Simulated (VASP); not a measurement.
# SrCl2 (Fm-3m) in VASP: further runs, part 2 of 2

VASP 6.6.1. The steps go on from the part before.

## (5) Single point, PBE

This run uses another cell than the first one, of 28.30 Å³/atom, 1.064 times its volume.

Contents of INCAR:

```
SYSTEM = SrCl2
PREC = Accurate ; ENCUT = 520
EDIFF = 1E-6 ; ISMEAR = -1
SIGMA = 0.02 ; LREAL = .False.
LASPH = .True. ; NELM = 100
ALGO = Normal ; ISIF = 2
LWAVE = .False. ; LCHARG = .False.
GGA = PE ; NBANDS = 19
```

Contents of KPOINTS:

```
Automatic mesh
0
Gamma
  6 6 6
  0 0 0
```

Contents of POSCAR:

```
SrCl2
1.0
    0.0000000000      3.4883500000      3.4883500000
    3.4883500000      0.0000000000      3.4883500000
    3.4883500000      3.4883500000      0.0000000000
Sr Cl
1 2
Direct
    0.0000000000      0.0000000000      0.0000000000
    0.2500000000      0.2500000000      0.2500000000
    0.7500000000      0.7500000000      0.7500000000
```

Potentials or basis: VASP PAW PBE potentials, release 64 (Sr_sv, Cl).

Run with:

```
> cat potpaw_PBE.64/Sr_sv/POTCAR potpaw_PBE.64/Cl/POTCAR > POTCAR
> mpirun -np 1 vasp_std > vasp.out
```

OUTCAR:

```text
SYSTEM = SrCl2
   PREC = Accurate
   ENCUT = 520
   EDIFF = 1E-6
   ISMEAR = -1
   LREAL = .False.
   LASPH = .True.
   NELM = 100
   ISIF = 2
   GGA = PE

 ion  position               nearest neighbor table
   1  0.000  0.000  0.000-   3 3.02   3 3.02   3 3.02   2 3.02   3 3.02   2 3.02   2 3.02   2 3.02

   2  0.250  0.250  0.250-   1 3.02   1 3.02   1 3.02   1 3.02
   3  0.750  0.750  0.750-   1 3.02   1 3.02   1 3.02   1 3.02

  LATTYP: Found a face centered cubic cell.
 ALAT       =     6.9767000000

  Lattice vectors:

 A1 = (   0.0000000000,   3.4883500000,   3.4883500000)
 A2 = (   3.4883500000,   0.0000000000,   3.4883500000)
 A3 = (   3.4883500000,   3.4883500000,   0.0000000000)

Analysis of symmetry for initial positions (statically):
=====================================================================
 Subroutine PRICEL returns:
 Original cell was already a primitive cell.

 Routine SETGRP: Setting up the symmetry group for a
 face centered cubic supercell.

 Subroutine GETGRP returns: Found 48 space group operations
[... 154 lines left out ...]
  free energy    TOTEN  =       -12.78233176 eV

  energy without entropy =      -12.78233176  energy(sigma->0) =      -12.78233176

 E-fermi :   0.6468     XC(G=0):  -8.2829

 val. band max:        0.1526152883   @ k =   0.5000   0.5000   0.0000
 cond. band min:       5.4907901102   @ k =   0.0000   0.0000   0.0000
 fundamental gap:      5.3381748219
 Fermi energy:         0.6468145652

 k-point     1 :       0.0000    0.0000    0.0000
  band No.  band energies     occupation
      1     -32.7343      2.00000
      2     -14.7260      2.00000
      3     -14.7260      2.00000
      4     -14.7260      2.00000
      5     -13.1527      2.00000
      6     -12.3027      2.00000
[... 329 lines left out ...]
      6     -12.4411      2.00000
[... 11 lines left out ...]
     18       9.7071      0.00000
     19      10.1567      0.00000

------------------------ aborting loop because EDIFF is reached ----------------------------------------

  FORCE on cell =-STRESS in cart. coord.  units (eV):
  Direction    XX          YY          ZZ          XY          YZ          ZX
  --------------------------------------------------------------------------------------
  -------------------------------------------------------------------------------------
  Total        0.5697500      0.5697500      0.5697500      0.0000000      0.0000000      0.0000000
  in kB       10.7523835     10.7523835     10.7523835      0.0000000      0.0000000      0.0000000
  external PRESSURE =      10.7523835 kB  Pullay stress =       0.0000000 kB

 VOLUME and BASIS-vectors are now :
 -----------------------------------------------------------------------------
  energy-cutoff  :      520.00
  volume of cell :       84.90
      direct lattice vectors                 reciprocal lattice vectors
     0.000000000  3.488350000  3.488350000    -0.143334241  0.143334241  0.143334241
     3.488350000  0.000000000  3.488350000     0.143334241 -0.143334241  0.143334241
     3.488350000  3.488350000  0.000000000     0.143334241  0.143334241 -0.143334241

 POSITION                                       TOTAL-FORCE (eV/Angst)
 -----------------------------------------------------------------------------------
      0.00000      0.00000      0.00000         0.000000      0.000000      0.000000
      1.74418      1.74418      1.74418         0.000000      0.000000      0.000000
      5.23252      5.23252      5.23252        -0.000000     -0.000000     -0.000000
 -----------------------------------------------------------------------------------
    total drift:                               -0.000000     -0.000000      0.000000

  FREE ENERGIE OF THE ION-ELECTRON SYSTEM (eV)
  ---------------------------------------------------
  free  energy   TOTEN  =       -12.7823317586 eV

  energy  without entropy=      -12.7823317586  energy(sigma->0) =      -12.78233176
```

OSZICAR:

```text
N       E                     dE             d eps       ncg     rms          rms(c)
DAV:   1     0.144364702039E+03    0.14436E+03   -0.11491E+04   608   0.114E+03
DAV:   2    -0.381066506534E+01   -0.14818E+03   -0.14489E+03   788   0.224E+02
DAV:   3    -0.127519783731E+02   -0.89413E+01   -0.89113E+01   780   0.554E+01
DAV:   4    -0.130566252484E+02   -0.30465E+00   -0.30415E+00  1037   0.875E+00
DAV:   5    -0.130588093217E+02   -0.21841E-02   -0.21838E-02   819   0.790E-01    0.129E+01
DAV:   6    -0.127642119181E+02    0.29460E+00   -0.59084E-01   691   0.431E+00    0.830E+00
DAV:   7    -0.127739520683E+02   -0.97402E-02   -0.36327E-01   822   0.362E+00    0.213E+00
DAV:   8    -0.127798623984E+02   -0.59103E-02   -0.54061E-02   696   0.128E+00    0.410E-01
DAV:   9    -0.127808448092E+02   -0.98241E-03   -0.19416E-03   748   0.264E-01    0.147E-01
DAV:  10    -0.127822083433E+02   -0.13635E-02   -0.95587E-04   660   0.180E-01    0.359E-02
DAV:  11    -0.127823087599E+02   -0.10042E-03   -0.67145E-05   771   0.462E-02    0.415E-02
DAV:  12    -0.127823306539E+02   -0.21894E-04   -0.23084E-05   652   0.244E-02    0.509E-03
DAV:  13    -0.127823317588E+02   -0.11049E-05   -0.12984E-06   738   0.642E-03    0.451E-03
DAV:  14    -0.127823317586E+02    0.15461E-09   -0.37646E-07   527   0.401E-03
   1 F= -.12782332E+02 E0= -.12782332E+02  d E =-.301141E-12
```

Wall time 31 s (1 thread of AMD EPYC 7R13 (Zen 3), shared host); peak memory 0.21 GiB.

What came out:

- Free energy: -12.7823 eV
- Pressure: 1.1 GPa
- Band gap on the k mesh: 5.34 eV, indirect (least direct gap 5.51 eV)

Levels at points of the mesh, in eV from the valence-band top:
```csv
k point,band 8,band 9,band 10,band 11,band 12,band 13,band 14,band 15,band 16,band 17
"(0.00, 0.00, 0.00)",-2.13,-2.13,-0.34,-0.34,-0.34,5.34,6.10,6.10,9.04,9.04
"(0.50, 0.00, 0.00)",-1.57,-1.50,-1.32,-1.05,-1.05,6.71,6.71,7.51,7.87,8.62
"(0.50, 0.50, 0.00)",-1.88,-1.88,-0.40,-0.40,0.00,5.51,7.04,7.60,8.01,8.01
```

## (6) Single point, PBE

This run uses another cell than the first one, of 28.86 Å³/atom, 1.085 times its volume.

Contents of INCAR:

```
SYSTEM = SrCl2
PREC = Accurate ; ENCUT = 520
EDIFF = 1E-6 ; ISMEAR = -1
SIGMA = 0.02 ; LREAL = .FALSE.
LASPH = .TRUE. ; NELM = 80
ALGO = Normal ; ISIF = 2
LWAVE = .FALSE. ; LCHARG = .FALSE.
GGA = PE ; NBANDS = 19
```

Contents of KPOINTS:

```
regular mesh
0
G
  6 6 6
  0 0 0
```

Contents of POSCAR:

```
SrCl2
1.0
    0.0000000000      3.5114523289      3.5114523289
    3.5114523289      0.0000000000      3.5114523289
    3.5114523289      3.5114523289      0.0000000000
Sr Cl
1 2
Direct
    0.0000000000      0.0000000000      0.0000000000
    0.2500000000      0.2500000000      0.2500000000
    0.7500000000      0.7500000000      0.7500000000
```

Potentials or basis: VASP PAW PBE potentials, release 64 (Sr_sv, Cl).

Run with:

```
> cat potpaw_PBE.64/Sr_sv/POTCAR potpaw_PBE.64/Cl/POTCAR > POTCAR
> mpirun -np 1 vasp_std > vasp.out
```

Wall time 32 s (1 thread of AMD EPYC 7R13 (Zen 3), shared host); peak memory 0.2 GiB.

It converged, with:

| Item | Value |
| --- | --- |
| Free energy | -12.7903 eV |
| Pressure | 0.3 GPa |
| Band gap on the k mesh | 5.26 eV, indirect (least direct gap 5.51 eV) |

Levels at points of the mesh, in eV from the valence-band top:
```csv
k point,band 8,band 9,band 10,band 11,band 12,band 13,band 14,band 15,band 16,band 17
"(0.00, 0.00, 0.00)",-2.06,-2.06,-0.33,-0.33,-0.33,5.26,6.10,6.10,9.00,9.00
"(0.50, 0.00, 0.00)",-1.51,-1.46,-1.28,-1.02,-1.02,6.69,6.69,7.44,7.84,8.53
"(0.50, 0.50, 0.00)",-1.83,-1.83,-0.39,-0.39,0.00,5.51,6.98,7.55,7.95,7.95
```

## (7) The runs side by side

| cell | gap on the mesh (eV) | pressure (GPa) |
| --- | --- | --- |
| a = 4.833 Å, angles 60.0°, 3 atoms | 5.47 | 3.8 |
| a = 4.867 Å, angles 60.0°, 3 atoms | 5.48 | 2.8 |
| a = 4.900 Å, angles 60.0°, 3 atoms | 5.42 | 1.9 |
| a = 4.933 Å, angles 60.0°, 3 atoms | 5.34 | 1.1 |
| a = 4.966 Å, angles 60.0°, 3 atoms | 5.26 | 0.3 |

Alike in all rows: task single point; level PBE; potentials or basis VASP PAW PBE potentials, release 64 (Sr_sv, Cl); no spin polarisation; k mesh 6 × 6 × 6; cutoff (eV) 520; smearing fermi-dirac 0.02 eV.

Total energies depend on the potentials used, so only differences within one code and one set of settings carry meaning.
